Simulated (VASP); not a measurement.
# TiO2 (P4_2/mnm) in VASP: single point with PBE+U

Aim: the single point of TiO2 with PBE+U.

All numbers are computed with VASP 6.6.1; they aren't measurements. Logs are shortened: lines on timing, memory, paths and dates and some standing lists are left out, and cuts for length are marked.

## (1) The cell of the first run

The structure is tetragonal, space group P4_2/mnm (No. 136). Conventional cell: a = 4.590 Å, b = 4.590 Å, c = 2.960 Å, α = 90.00°, β = 90.00°, γ = 90.00°. O (site symmetry m2m) has 3 Ti at 1.86 to 2.12 Å and 1 O at 2.25 Å within 2.5 Å. Within 2.5 Å of Ti (site symmetry mmm) lie 6 O at 1.86 to 2.12 Å.

## (2) Single point, PBE+U, collinear spin, ferromagnetic start

INCAR reads:

```
SYSTEM = TiO2
  PREC = Accurate
  ENCUT = 520
  EDIFF = 1E-6
  ISMEAR = 0
  SIGMA = 0.02
  LREAL = .FALSE.
  LASPH = .TRUE.
  NELM = 150
  ALGO = Normal
  ISIF = 2
  LWAVE = .FALSE.
  LCHARG = .FALSE.
  ISPIN = 2
  MAGMOM = 0 0 0 0 1 1
  LORBIT = 11
  LMAXMIX = 4
  LDAU = .TRUE.
  LDAUTYPE = 2
  LDAUL = -1 2
  LDAUU = 0 2.8
  LDAUJ = 0 0
  LDAUPRINT = 1
  GGA = PE
  NBANDS = 37
```

KPOINTS reads:

```
Automatic mesh
0
G
  5 5 8
  0 0 0
```

POSCAR reads:

```
TiO2
1.0
    4.5900000000      0.0000000000      0.0000000000
    0.0000000000      4.5900000000      0.0000000000
    0.0000000000      0.0000000000      2.9600000000
O Ti
4 2
Direct
    0.3270000000      0.3270000000      0.0000000000
    0.1730000000      0.8270000000      0.5000000000
    0.6730000000      0.6730000000      0.0000000000
    0.8270000000      0.1730000000      0.5000000000
    0.0000000000      0.0000000000      0.0000000000
    0.5000000000      0.5000000000      0.5000000000
```

Potentials or basis: VASP PAW PBE potentials, release 64 (O, Ti_sv).

Command:

```
> cat potpaw_PBE.64/O/POTCAR potpaw_PBE.64/Ti_sv/POTCAR > POTCAR
> mpirun -np 1 vasp_std > vasp.out
```

OUTCAR:

```text
SYSTEM = TiO2
   PREC = Accurate
   ENCUT = 520
   EDIFF = 1E-6
   ISMEAR = 0
   LREAL = .FALSE.
   LASPH = .TRUE.
   NELM = 150
   ISIF = 2
   ISPIN = 2
   LORBIT = 11
   GGA = PE

 ion  position               nearest neighbor table
   1  0.327  0.327  0.000-   6 1.86   6 1.86   5 2.12
   2  0.173  0.827  0.500-   5 1.86   5 1.86   6 2.12
   3  0.673  0.673  0.000-   6 1.86   6 1.86   5 2.12
   4  0.827  0.173  0.500-   5 1.86   5 1.86   6 2.12
   5  0.000  0.000  0.000-   2 1.86   4 1.86   2 1.86   4 1.86   3 2.12   1 2.12
   6  0.500  0.500  0.500-   1 1.86   3 1.86   1 1.86   3 1.86   2 2.12   4 2.12

  LATTYP: Found a simple tetragonal cell.
 ALAT       =     4.5900000000
 C/A-ratio  =     0.6448801743

  Lattice vectors:

 A1 = (   4.5900000000,   0.0000000000,   0.0000000000)
 A2 = (   0.0000000000,   4.5900000000,   0.0000000000)
 A3 = (   0.0000000000,   0.0000000000,   2.9600000000)

Analysis of symmetry for initial positions (statically):
=====================================================================
 Subroutine PRICEL returns:
 Original cell was already a primitive cell.

 Routine SETGRP: Setting up the symmetry group for a
 simple tetragonal supercell.

 Subroutine GETGRP returns: Found 16 space group operations
 (whereof  8 operations were pure point group operations)
 out of a pool of 16 trial point group operations.

The static configuration has the point symmetry D_2h.
 The point group associated with its full space group is D_4h.

Analysis of symmetry for dynamics (positions and initial velocities):
=====================================================================
 Subroutine PRICEL returns:
 Original cell was already a primitive cell.

 Routine SETGRP: Setting up the symmetry group for a
 simple tetragonal supercell.

 Subroutine GETGRP returns: Found 16 space group operations
 (whereof  8 operations were pure point group operations)
 out of a pool of 16 trial point group operations.

The dynamic configuration has the point symmetry D_2h.
 The point group associated with its full space group is D_4h.

Analysis of structural, dynamic, and magnetic symmetry:
=====================================================================
 Subroutine PRICEL returns:
 Original cell was already a primitive cell.

 Routine SETGRP: Setting up the symmetry group for a
 simple tetragonal supercell.

 Subroutine GETGRP returns: Found 16 space group operations
 (whereof  8 operations were pure point group operations)
 out of a pool of 16 trial point group operations.

The overall configuration has the point symmetry D_2h.
 The point group associated with its full space group is D_4h.

 Subroutine INISYM returns: Found 16 space group operations
 (whereof  8 operations are pure point group operations),
 and found     1 'primitive' translations

----------------------------------------------------------------------------------------

                                     Primitive cell

  volume of cell :      62.3616

  direct lattice vectors                    reciprocal lattice vectors
     4.590000000  0.000000000  0.000000000     0.217864924  0.000000000  0.000000000
     0.000000000  4.590000000  0.000000000     0.000000000  0.217864924  0.000000000
     0.000000000  0.000000000  2.960000000     0.000000000  0.000000000  0.337837838

  length of vectors
     4.590000000  4.590000000  2.960000000     0.217864924  0.217864924  0.337837838

[... 157 lines left out ...]
  o =  0.0998  v = -0.6462 -0.0000 -0.7632  0.0000 -0.0000  0.0000  0.0000  0.0000  0.0000  0.0000      0.0000  0.0000  0.0000  0.0000  0.0000  0.0000  0.0000  0.0000  0.0000  0.0000
  o =  0.0998  v =  0.0000  0.0000  0.0000  0.0000  0.0000 -0.6462 -0.0000 -0.7632  0.0000 -0.0000      0.0000  0.0000  0.0000  0.0000  0.0000  0.0000  0.0000  0.0000  0.0000  0.0000
  o =  0.1150  v =  0.0000  0.7071  0.0000  0.7071 -0.0000  0.0000  0.0000  0.0000  0.0000  0.0000      0.0000  0.0000  0.0000  0.0000  0.0000  0.0000  0.0000  0.0000  0.0000  0.0000
  o =  0.1150  v =  0.0000  0.0000  0.0000  0.0000  0.0000  0.0000  0.7071  0.0000  0.7071 -0.0000      0.0000  0.0000  0.0000  0.0000  0.0000  0.0000  0.0000  0.0000  0.0000  0.0000
  o =  0.2304  v = -0.7632  0.0000  0.6462  0.0000  0.0000  0.0000  0.0000  0.0000  0.0000  0.0000      0.0000  0.0000  0.0000  0.0000  0.0000  0.0000  0.0000  0.0000  0.0000  0.0000
  o =  0.2304  v =  0.0000  0.0000  0.0000  0.0000  0.0000 -0.7632  0.0000  0.6462  0.0000  0.0000      0.0000  0.0000  0.0000  0.0000  0.0000  0.0000  0.0000  0.0000  0.0000  0.0000
  o =  0.3241  v =  0.0000  0.7071  0.0000 -0.7071 -0.0000  0.0000  0.0000  0.0000  0.0000  0.0000      0.0000  0.0000  0.0000  0.0000  0.0000  0.0000  0.0000  0.0000  0.0000  0.0000
  o =  0.3241  v =  0.0000  0.0000  0.0000  0.0000  0.0000  0.0000  0.7071  0.0000 -0.7071 -0.0000      0.0000  0.0000  0.0000  0.0000  0.0000  0.0000  0.0000  0.0000  0.0000  0.0000

atom =   6  type =  2  l = 2

 onsite density matrix

spin component  1

  0.1759  0.0000  0.0644  0.0000  0.0000
  0.0000  0.2195  0.0000  0.1045  0.0000
  0.0644  0.0000  0.1543  0.0000  0.0000
  0.0000  0.1045  0.0000  0.2195  0.0000
  0.0000  0.0000  0.0000  0.0000  0.0988

spin component  2

  0.1759  0.0000  0.0644  0.0000  0.0000
  0.0000  0.2195  0.0000  0.1045  0.0000
  0.0644  0.0000  0.1543  0.0000  0.0000
  0.0000  0.1045  0.0000  0.2195  0.0000
  0.0000  0.0000  0.0000  0.0000  0.0988

 occupancies and eigenvectors

  o =  0.0988  v =  0.0000 -0.0000 -0.0000  0.0000  1.0000  0.0000  0.0000  0.0000  0.0000  0.0000      0.0000  0.0000  0.0000  0.0000  0.0000  0.0000  0.0000  0.0000  0.0000  0.0000
  o =  0.0988  v =  0.0000  0.0000  0.0000  0.0000  0.0000  0.0000 -0.0000 -0.0000  0.0000  1.0000      0.0000  0.0000  0.0000  0.0000  0.0000  0.0000  0.0000  0.0000  0.0000  0.0000
  o =  0.0998  v = -0.6462 -0.0000  0.7632  0.0000  0.0000  0.0000  0.0000  0.0000  0.0000  0.0000      0.0000  0.0000  0.0000  0.0000  0.0000  0.0000  0.0000  0.0000  0.0000  0.0000
  o =  0.0998  v =  0.0000  0.0000  0.0000  0.0000  0.0000 -0.6462 -0.0000  0.7632  0.0000  0.0000      0.0000  0.0000  0.0000  0.0000  0.0000  0.0000  0.0000  0.0000  0.0000  0.0000
  o =  0.1150  v =  0.0000  0.7071  0.0000 -0.7071  0.0000  0.0000  0.0000  0.0000  0.0000  0.0000      0.0000  0.0000  0.0000  0.0000  0.0000  0.0000  0.0000  0.0000  0.0000  0.0000
  o =  0.1150  v =  0.0000  0.0000  0.0000  0.0000  0.0000  0.0000  0.7071  0.0000 -0.7071  0.0000      0.0000  0.0000  0.0000  0.0000  0.0000  0.0000  0.0000  0.0000  0.0000  0.0000
  o =  0.2304  v = -0.7632  0.0000 -0.6462  0.0000 -0.0000  0.0000  0.0000  0.0000  0.0000  0.0000      0.0000  0.0000  0.0000  0.0000  0.0000  0.0000  0.0000  0.0000  0.0000  0.0000
  o =  0.2304  v =  0.0000  0.0000  0.0000  0.0000  0.0000 -0.7632  0.0000 -0.6462  0.0000 -0.0000      0.0000  0.0000  0.0000  0.0000  0.0000  0.0000  0.0000  0.0000  0.0000  0.0000
  o =  0.3241  v =  0.0000 -0.7071  0.0000 -0.7071 -0.0000  0.0000  0.0000  0.0000  0.0000  0.0000      0.0000  0.0000  0.0000  0.0000  0.0000  0.0000  0.0000  0.0000  0.0000  0.0000
  o =  0.3241  v =  0.0000  0.0000  0.0000  0.0000  0.0000  0.0000 -0.7071  0.0000 -0.7071 -0.0000      0.0000  0.0000  0.0000  0.0000  0.0000  0.0000  0.0000  0.0000  0.0000  0.0000

 number of electron      47.9999968 magnetization       0.0000108

 Free energy of the ion-electron system (eV)
  ---------------------------------------------------
  ext. energy  EPLUGINS =         0.00000000
  ---------------------------------------------------
  free energy    TOTEN  =       -48.65984958 eV

  energy without entropy =      -48.65984958  energy(sigma->0) =      -48.65984958

 E-fermi :   4.9187     XC(G=0): -11.3539

 val. band max:        4.7938192986   @ k =   0.2000   0.2000   0.0000
 cond. band min:       7.5582641302   @ k =   0.4000   0.2000   0.5000
 fundamental gap:      2.7644448316
 Fermi energy:         4.9186655716

 spin component 1

 k-point     1 :       0.0000    0.0000    0.0000
  band No.  band energies     occupation
      1     -52.3077      1.00000
      2     -52.2918      1.00000
      3     -28.6430      1.00000
      4     -28.6430      1.00000
      5     -28.4302      1.00000
      6     -28.4302      1.00000
[... 1865 lines left out ...]
     35      16.3450      0.00000
     36      16.6701      0.00000

 [... further k-points ...]

 [bands above 36 left out]

------------------------ aborting loop because EDIFF is reached ----------------------------------------

  FORCE on cell =-STRESS in cart. coord.  units (eV):
  Direction    XX          YY          ZZ          XY          YZ          ZX
  --------------------------------------------------------------------------------------
  -------------------------------------------------------------------------------------
  Total        8.3924962      8.3924962     14.0353501      0.0000000      0.0000000      0.0000000
  in kB      215.6178214    215.6178214    360.5925495      0.0000000      0.0000000      0.0000000
  external PRESSURE =     263.9427307 kB  Pullay stress =       0.0000000 kB

 VOLUME and BASIS-vectors are now :
 -----------------------------------------------------------------------------
  energy-cutoff  :      520.00
  volume of cell :       62.36
      direct lattice vectors                 reciprocal lattice vectors
     4.590000000  0.000000000  0.000000000     0.217864924  0.000000000  0.000000000
     0.000000000  4.590000000  0.000000000     0.000000000  0.217864924  0.000000000
     0.000000000  0.000000000  2.960000000     0.000000000  0.000000000  0.337837838

 POSITION                                       TOTAL-FORCE (eV/Angst)
 -----------------------------------------------------------------------------------
      1.50093      1.50093      0.00000        -3.031620     -3.031620      0.000000
      0.79407      3.79593      1.48000         3.031620     -3.031620      0.000000
      3.08907      3.08907      0.00000         3.031620      3.031620      0.000000
      3.79593      0.79407      1.48000        -3.031620      3.031620      0.000000
      0.00000      0.00000      0.00000         0.000000      0.000000      0.000000
      2.29500      2.29500      1.48000         0.000000      0.000000      0.000000
 -----------------------------------------------------------------------------------
    total drift:                                0.000000      0.000000      0.000000

  FREE ENERGIE OF THE ION-ELECTRON SYSTEM (eV)
  ---------------------------------------------------
  free  energy   TOTEN  =       -48.6598495833 eV

  energy  without entropy=      -48.6598495833  energy(sigma->0) =      -48.65984958

 total charge

# of ion       s       p       d       tot
------------------------------------------
    1        1.577   3.550   0.000   5.128
    2        1.577   3.550   0.000   5.128
    3        1.577   3.550   0.000   5.128
    4        1.577   3.550   0.000   5.128
    5        2.242   6.355   1.705  10.301
    6        2.242   6.355   1.705  10.301
--------------------------------------------------
tot         10.794  26.910   3.410  41.113

 magnetization (x)

# of ion       s       p       d       tot
------------------------------------------
    1        0.000   0.000   0.000   0.000
    2        0.000   0.000   0.000   0.000
    3        0.000   0.000   0.000   0.000
    4        0.000   0.000   0.000   0.000
    5        0.000  -0.000   0.000   0.000
    6        0.000  -0.000   0.000   0.000
--------------------------------------------------
tot          0.000   0.000   0.000   0.000
```

Run time: 70 s. Hardware: 1 thread of Intel Xeon 6975P-C (Granite Rapids), shared host; peak memory 0.25 GiB.

Results:

| Item | Value |
| --- | --- |
| Free energy | -48.6598 eV |
| Pressure | 26.4 GPa |
| Largest force | 4.287 eV/Å |
| Band gap on the k mesh | 2.76 eV, indirect (least direct gap 2.98 eV) |
| Net moment | 0.00 μB per cell |
| Valence electrons inside the program's atomic spheres | O 5.13; Ti 10.30 |

Forces on the atoms (eV/Å):
```
O   -3.032 -3.032  0.000
O    3.032 -3.032  0.000
O    3.032  3.032  0.000
O   -3.032  3.032  0.000
Ti   0.000  0.000  0.000
Ti   0.000  0.000  0.000
```

Levels at points of the mesh, in eV from the valence-band top:
Spin up:
```csv
k point,band 22,band 23,band 24,band 25,band 26,band 27
"(0.00, 0.00, 0.00)",-0.16,-0.03,-0.03,2.95,3.32,3.32
"(0.00, 0.00, 0.50)",-1.85,-1.39,-1.39,3.41,3.41,3.61
```
Spin down:
| k point | band 21 | band 22 | band 23 | band 24 | band 25 | band 26 | band 27 | band 28 |
| --- | --- | --- | --- | --- | --- | --- | --- | --- |
| (0.00, 0.00, 0.00) | -0.59 | -0.16 | -0.03 | -0.03 | 2.95 | 3.32 | 3.32 | 3.67 |
| (0.00, 0.00, 0.50) | -1.85 | -1.85 | -1.39 | -1.39 | 3.41 | 3.41 | 3.61 | 3.61 |

Eigenvalues of the final occupation matrices:
```tsv
site	spin	trace	eigenvalues
site 5 d	1	0.87	0.10 0.10 0.12 0.23 0.32
site 5 d	2	0.87	0.10 0.10 0.12 0.23 0.32
site 6 d	1	0.87	0.10 0.10 0.12 0.23 0.32
site 6 d	2	0.87	0.10 0.10 0.12 0.23 0.32
```

Caveat: forces of over 1 eV/Å act on the atoms, so gaps and moduli don't describe the material at rest.
